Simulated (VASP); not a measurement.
# Ti (I4/mmm) in VASP: notebook, part 2 of 2

VASP 6.6.1. The steps go on from the part before.

## Step 3: Single point, PBEsol (strain +0.0300 x Voigt [0, 0, 1, 0, 0, 0])

Input file INCAR:

```
SYSTEM = Ti
PREC = Accurate
ENCUT = 520
EDIFF = 1E-6
ISMEAR = 0
SIGMA = 0.15
LREAL = .FALSE.
LASPH = .TRUE.
NELM = 80
ALGO = Normal
ISIF = 2
LWAVE = .FALSE.
LCHARG = .TRUE.
GGA = PS
LELF = .TRUE.
LVHAR = .TRUE.
NBANDS = 12
```

Input file KPOINTS:

```
regular mesh
0
G
  20 20 20
  0 0 0
```

Input file POSCAR:

```
Ti
1.0
    0.0000000000      2.0300000000      2.0909000000
    2.0300000000      0.0000000000      2.0909000000
    2.0300000000      2.0300000000      0.0000000000
Ti
1
Direct
    0.0000000000      0.0000000000      0.0000000000
```

Potentials or basis: VASP PAW PBE potentials, release 64 (Ti_sv).

Started as:

```console
cat potpaw_PBE.64/Ti_sv/POTCAR > POTCAR
mpirun -np 1 vasp_std > vasp.out
```

OUTCAR:

```text
SYSTEM = Ti
   PREC = Accurate
   ENCUT = 520
   EDIFF = 1E-6
   ISMEAR = 0
   LREAL = .FALSE.
   LASPH = .TRUE.
   NELM = 80
   ISIF = 2
   GGA = PS

 ion  position               nearest neighbor table
   1  0.000  0.000  0.000-

  LATTYP: Found a body centered tetragonal cell.
 ALAT       =     2.8708535316
 C/A-ratio  =     1.4566399692

  Lattice vectors:

 A1 = (  -2.0300000000,   0.0000000000,   2.0909000000)
 A2 = (   2.0300000000,   0.0000000000,   2.0909000000)
 A3 = (   0.0000000000,   2.0300000000,  -2.0909000000)

Analysis of symmetry for initial positions (statically):
=====================================================================
 Subroutine PRICEL returns:
 Original cell was already a primitive cell.

 Routine SETGRP: Setting up the symmetry group for a
 body centered tetragonal supercell.

 Subroutine GETGRP returns: Found 16 space group operations
 (whereof 16 operations were pure point group operations)
 out of a pool of 16 trial point group operations.

The static configuration has the point symmetry D_4h.

Analysis of symmetry for dynamics (positions and initial velocities):
=====================================================================
 Subroutine PRICEL returns:
 Original cell was already a primitive cell.

 Routine SETGRP: Setting up the symmetry group for a
 body centered tetragonal supercell.

 Subroutine GETGRP returns: Found 16 space group operations
 (whereof 16 operations were pure point group operations)
 out of a pool of 16 trial point group operations.

The dynamic configuration has the point symmetry D_4h.

 Subroutine INISYM returns: Found 16 space group operations
 (whereof 16 operations are pure point group operations),
 and found     1 'primitive' translations

----------------------------------------------------------------------------------------

                                     Primitive cell
[... 110 lines left out ...]
  volume/ion in A,a.u.               =      17.23       116.29
  Fermi-wavevector in a.u.,A,eV,Ry     =   1.451054  2.742094 28.647838  2.105557
  Thomas-Fermi vector in A             =   2.568595
   LORBIT       =      0    0 simple, 1 ext, 2 COOP (PROOUT), +10 PAW based schemes
   GGA     = PS    functional components
   LHFCALC =     F    Hartree Fock is set to
   AEXX    =    0.0000 exact exchange contribution
   IVDW    =     0    specifies the selected vdW correction
   LEPSILON=     F    determine dielectric tensor
   LRPA    =     F    only Hartree local field effects (RPA)
 non-spin polarized calculation
 Gauss-broadening in eV      SIGMA  =   0.15
  energy-cutoff  :      520.00
  volume of cell :       17.23
 maximum number of plane-waves:       483
 NGX is ok and might be reduce to    24
   NGX = 11   NGY = 11   NGZ = 11

 number of electron      12.0000001 magnetization

 Free energy of the ion-electron system (eV)
  ---------------------------------------------------
  ext. energy  EPLUGINS =         0.00000000
  ---------------------------------------------------
  free energy    TOTEN  =        -8.28498336 eV

  energy without entropy =       -8.26520244  energy(sigma->0) =       -8.27509290

 E-fermi :   8.1747     XC(G=0): -11.6735

 val. band max:        8.1717736730   @ k =  -0.3500   0.3500   0.1000
 cond. band min:       8.1757287606   @ k =  -0.4500   0.2500   0.2000
 fundamental gap:      0.0039550876
 Fermi energy:         8.1747132141

 k-point     1 :       0.0000    0.0000    0.0000
  band No.  band energies     occupation
      1     -48.2887      2.00000
      2     -24.2369      2.00000
      3     -24.2308      2.00000
      4     -24.2308      2.00000
      5       2.0610      2.00000
      6       8.9011      0.00000
      7       9.1419      0.00000
      8       9.1419      0.00000
      9      10.5537      0.00000
     10      10.8333      0.00000
     11      23.5027      0.00000
     12      27.5015      0.00000
[... 331 lines left out ...]
 k-point    24 :      -0.3500    0.0500    0.0000
  band No.  band energies     occupation
      1     -48.1793      2.00000
      2     -24.8174      2.00000
      3     -24.3380      2.00000
      4     -24.2895      2.00000
      5       5.1870      2.00000
      6       8.2166      0.69314
      7       8.9196      0.00000
      8       9.2454      0.00000
      9      11.2251      0.00000
     10      11.6543      0.00000
     11      18.1775      0.00000
     12      23.2143      0.00000

 [... further k-points ...]
[... 5 lines left out ...]
  --------------------------------------------------------------------------------------
  -------------------------------------------------------------------------------------
  Total       -0.3623372     -0.3623372     -0.4732826      0.0000000     -0.0000000      0.0000000
  in kB      -33.6874517    -33.6874517    -44.0023407      0.0000000     -0.0000000      0.0000000
  external PRESSURE =     -37.1257480 kB  Pullay stress =       0.0000000 kB

 VOLUME and BASIS-vectors are now :
 -----------------------------------------------------------------------------
  energy-cutoff  :      520.00
  volume of cell :       17.23
      direct lattice vectors                 reciprocal lattice vectors
     0.000000000  2.030000000  2.090900000    -0.246305419  0.246305419  0.239131474
     2.030000000  0.000000000  2.090900000     0.246305419 -0.246305419  0.239131474
     2.030000000  2.030000000  0.000000000     0.246305419  0.246305419 -0.239131474

 POSITION                                       TOTAL-FORCE (eV/Angst)
 -----------------------------------------------------------------------------------
      0.00000      0.00000      0.00000         0.000000      0.000000      0.000000
 -----------------------------------------------------------------------------------
    total drift:                               -0.000000      0.000000     -0.000000

  FREE ENERGIE OF THE ION-ELECTRON SYSTEM (eV)
  ---------------------------------------------------
  free  energy   TOTEN  =        -8.2849833570 eV

  energy  without entropy=       -8.2652024422  energy(sigma->0) =       -8.27509290
```

OSZICAR:

```text
N       E                     dE             d eps       ncg     rms          rms(c)
DAV:   1     0.858637983573E+02    0.85864E+02   -0.65567E+03 15416   0.120E+03
DAV:   2    -0.508223879831E+01   -0.90946E+02   -0.88473E+02 15636   0.295E+02
DAV:   3    -0.932749349995E+01   -0.42453E+01   -0.41990E+01 21240   0.651E+01
DAV:   4    -0.942894094629E+01   -0.10145E+00   -0.10131E+00 17584   0.868E+00
DAV:   5    -0.943153898004E+01   -0.25980E-02   -0.25980E-02 18404   0.122E+00    0.877E+00
DAV:   6    -0.829853897525E+01    0.11330E+01   -0.22860E+00 16776   0.225E+01    0.221E+00
DAV:   7    -0.827691255664E+01    0.21626E-01   -0.11042E-01 18988   0.384E+00    0.129E+00
DAV:   8    -0.828475284250E+01   -0.78403E-02   -0.40033E-02 15880   0.266E+00    0.206E-01
DAV:   9    -0.828496189835E+01   -0.20906E-03   -0.47002E-03 19744   0.818E-01    0.861E-02
DAV:  10    -0.828500026367E+01   -0.38365E-04   -0.28959E-04 16368   0.206E-01    0.221E-02
DAV:  11    -0.828498423668E+01    0.16027E-04   -0.23302E-05 18740   0.604E-02    0.117E-02
DAV:  12    -0.828498309001E+01    0.11467E-05   -0.26919E-06 16632   0.226E-02    0.242E-03
DAV:  13    -0.828498335701E+01   -0.26700E-06   -0.41558E-07 10508   0.648E-03
   1 F= -.82849834E+01 E0= -.82750929E+01  d E =-.197809E-01
```

stdout:

```text
POSCAR found type information on POSCAR Ti
 POSCAR found :  1 types and       1 ions
 scaLAPACK will be used
 -----------------------------------------------------------------------------
|                                                                             |
|                                                                             |
|     You enforced a specific xc type in the INCAR file but a different       |
|     I HOPE YOU KNOW WHAT YOU ARE DOING!                                     |
|                                                                             |
 -----------------------------------------------------------------------------

 LDA part: xc-table for (Slater+PW92), standard interpolation
 POSCAR, INCAR and KPOINTS ok, starting setup
 FFT: planning ... GRIDC
 FFT: planning ... GRID_SOFT
 FFT: planning ... GRID
 WAVECAR not read
 entering main loop
```

It took 68 s on 1 thread of Intel Xeon 6975P-C, shared host; peak memory 0.25 GiB.

Results:

```
Free energy            : -8.2850 eV
Pressure               : -3.7 GPa
Band gap on the k mesh : zero (band 6 reaches 8.99 eV, above the bottom of band 7 at 7.71 eV)
```

Levels at points of the mesh, in eV from the Fermi level:
```
           k point  band 2  band 3  band 4  band 5  band 6  band 7  band 8  band 9  band 10  band 11
(0.00, 0.00, 0.00)  -32.41  -32.41  -32.41   -6.11    0.73    0.97    0.97    2.38     2.66    15.33
(0.50, 0.00, 0.00)  -33.10  -32.51  -32.48   -2.61    0.63    0.67    0.89    3.57     3.67     8.26
(0.50, 0.50, 0.00)  -33.05  -32.63  -32.63   -2.62   -1.69    2.52    3.62    3.90     3.90    10.29
(0.50, 0.00, 0.50)  -33.06  -32.68  -32.64   -2.60   -1.74    3.06    3.59    3.82     4.00    10.83
```

Caveat: the cell differs from its parent crystal (strain +0.0300 x Voigt [0, 0, 1, 0, 0, 0]); the PAW data sets were made with another functional, which shifts forces and pressure a little.

## Step 4: Single point, PBEsol (strain +0.0400 x Voigt [0, 0, 1, 0, 0, 0])

Input file INCAR:

```
SYSTEM = Ti
PREC = Accurate
ENCUT = 520
EDIFF = 1E-7
ISMEAR = 0
SIGMA = 0.15
LREAL = .False.
LASPH = .True.
NELM = 100
ALGO = Fast
ISIF = 2
LWAVE = .False.
LCHARG = .False.
GGA = PS
NBANDS = 12
```

Input file KPOINTS:

```
Automatic mesh
0
Gamma
  20 20 20
  0 0 0
```

Input file POSCAR:

```
Ti
1.0
    0.0000000000      2.0300000000      2.1112000000
    2.0300000000      0.0000000000      2.1112000000
    2.0300000000      2.0300000000      0.0000000000
Ti
1
Direct
    0.0000000000      0.0000000000      0.0000000000
```

Potentials or basis: VASP PAW PBE potentials, release 64 (Ti_sv).

Started as:

```console
cat potpaw_PBE.64/Ti_sv/POTCAR > POTCAR
mpirun -np 1 vasp_std > vasp.out
```

OUTCAR:

```text
SYSTEM = Ti
   PREC = Accurate
   ENCUT = 520
   EDIFF = 1E-7
   ISMEAR = 0
   LREAL = .False.
   LASPH = .True.
   NELM = 100
   ISIF = 2
   GGA = PS

 ion  position               nearest neighbor table
   1  0.000  0.000  0.000-

  LATTYP: Found a body centered tetragonal cell.
 ALAT       =     2.8708535316
 C/A-ratio  =     1.4707821049

  Lattice vectors:

 A1 = (  -2.0300000000,   0.0000000000,   2.1112000000)
 A2 = (   2.0300000000,   0.0000000000,   2.1112000000)
 A3 = (   0.0000000000,   2.0300000000,  -2.1112000000)

[... 532 lines left out ...]
      5       5.1016      2.00000
      6       8.1056      0.73678
      7       8.7766      0.00000
      8       9.1752      0.00000
      9      11.0840      0.00000
     10      11.5182      0.00000
     11      17.9642      0.00000
     12      23.0108      0.00000

 [... further k-points ...]
[... 5 lines left out ...]
  --------------------------------------------------------------------------------------
  -------------------------------------------------------------------------------------
  Total       -0.4599375     -0.4599375     -0.6052625      0.0000000      0.0000000      0.0000000
  in kB      -42.3504441    -42.3504441    -55.7317788      0.0000000      0.0000000      0.0000000
  external PRESSURE =     -46.8108890 kB  Pullay stress =       0.0000000 kB

 VOLUME and BASIS-vectors are now :
 -----------------------------------------------------------------------------
  energy-cutoff  :      520.00
  volume of cell :       17.40
      direct lattice vectors                 reciprocal lattice vectors
     0.000000000  2.030000000  2.111200000    -0.246305419  0.246305419  0.236832133
     2.030000000  0.000000000  2.111200000     0.246305419 -0.246305419  0.236832133
     2.030000000  2.030000000  0.000000000     0.246305419  0.246305419 -0.236832133

 POSITION                                       TOTAL-FORCE (eV/Angst)
 -----------------------------------------------------------------------------------
      0.00000      0.00000      0.00000         0.000000      0.000000      0.000000
 -----------------------------------------------------------------------------------
    total drift:                               -0.000000      0.000000     -0.000000

  FREE ENERGIE OF THE ION-ELECTRON SYSTEM (eV)
  ---------------------------------------------------
  free  energy   TOTEN  =        -8.2798638638 eV

  energy  without entropy=       -8.2595887077  energy(sigma->0) =       -8.26972629
```

Wall time 2.9 min (1 thread of Intel Xeon 6975P-C, shared host); peak memory 0.25 GiB.

What came out:

```
Free energy            : -8.2799 eV
Pressure               : -4.7 GPa
Band gap on the k mesh : zero (band 6 reaches 8.84 eV, above the bottom of band 7 at 7.58 eV)
```

Caveat: the cell differs from its parent crystal (strain +0.0400 x Voigt [0, 0, 1, 0, 0, 0]); the PAW data sets were made with another functional, which shifts forces and pressure a little.

## Step 5: Single point, PBEsol (strain +0.0350 x Voigt [0, 0, 1, 0, 0, 0])

Input file INCAR:

```
PREC = Accurate ; ENCUT = 520
EDIFF = 1E-7 ; ISMEAR = 0
SIGMA = 0.15 ; LREAL = F
LASPH = T ; NELM = 100
ALGO = Fast ; ISIF = 2
LWAVE = F ; LCHARG = F
GGA = PS ; NBANDS = 12
```

Input file KPOINTS:

```
Automatic mesh
0
Gamma
  20 20 20
```

Input file POSCAR:

```
Ti
1.0
    0.0000000000      2.0300000000      2.1010500000
    2.0300000000      0.0000000000      2.1010500000
    2.0300000000      2.0300000000      0.0000000000
Ti
1
Direct
    0.0000000000      0.0000000000      0.0000000000
```

Started as:

```console
cat potpaw_PBE.64/Ti_sv/POTCAR > POTCAR
mpirun -np 1 vasp_std > vasp.out
```

Run time: 2.7 min. Hardware: 1 thread of Intel Xeon 6975P-C, shared host; peak memory 0.25 GiB.

The run converged. Its results:

- Free energy: -8.2826 eV
- Pressure: -4.2 GPa
- Band gap on the k mesh: zero (band 6 reaches 8.92 eV, above the bottom of band 7 at 7.64 eV)

Stress tensor (GPa, compression positive):
```
-3.81  0.00  0.00
 0.00 -3.81  0.00
 0.00  0.00 -5.00
```

Levels at points of the mesh, in eV from the Fermi level:
```tsv
k point	band 2	band 3	band 4	band 5	band 6	band 7	band 8	band 9	band 10	band 11
(0.00, 0.00, 0.00)	-32.43	-32.42	-32.42	-6.10	0.70	0.98	0.98	2.34	2.67	15.31
(0.50, 0.00, 0.00)	-33.11	-32.53	-32.49	-2.60	0.61	0.66	0.91	3.54	3.66	8.21
(0.50, 0.50, 0.00)	-33.06	-32.63	-32.63	-2.61	-1.67	2.44	3.60	3.88	3.88	10.18
(0.50, 0.00, 0.50)	-33.06	-32.70	-32.65	-2.58	-1.73	3.07	3.57	3.78	4.00	11.47
```

Caveat: the cell differs from its parent crystal (strain +0.0350 x Voigt [0, 0, 1, 0, 0, 0]); the PAW data sets were made with another functional, which shifts forces and pressure a little.

## Step 6: The runs side by side

| cell | gap on the mesh (eV) | pressure (GPa) |
| --- | --- | --- |
| a = 2.900, b = 2.900, c = 2.871 Å, angles 60.3, 60.3, 59.3°, 1 atom | none | -2.7 |
| a = 2.914, b = 2.914, c = 2.871 Å, angles 60.5, 60.5, 59.0°, 1 atom | none | -3.7 |
| a = 2.929, b = 2.929, c = 2.871 Å, angles 60.7, 60.7, 58.7°, 1 atom | none | -4.7 |
| a = 2.922, b = 2.922, c = 2.871 Å, angles 60.6, 60.6, 58.9°, 1 atom | none | -4.2 |

Alike in all rows: task single point; level PBEsol; potentials or basis VASP PAW PBE potentials, release 64 (Ti_sv); no spin polarisation; k mesh 20 × 20 × 20; cutoff (eV) 520; smearing gaussian 0.15 eV.

Caveats: the PAW data sets were made with another functional, which shifts forces and pressure a little.

Absolute energies hang on the potentials; compare differences alone.
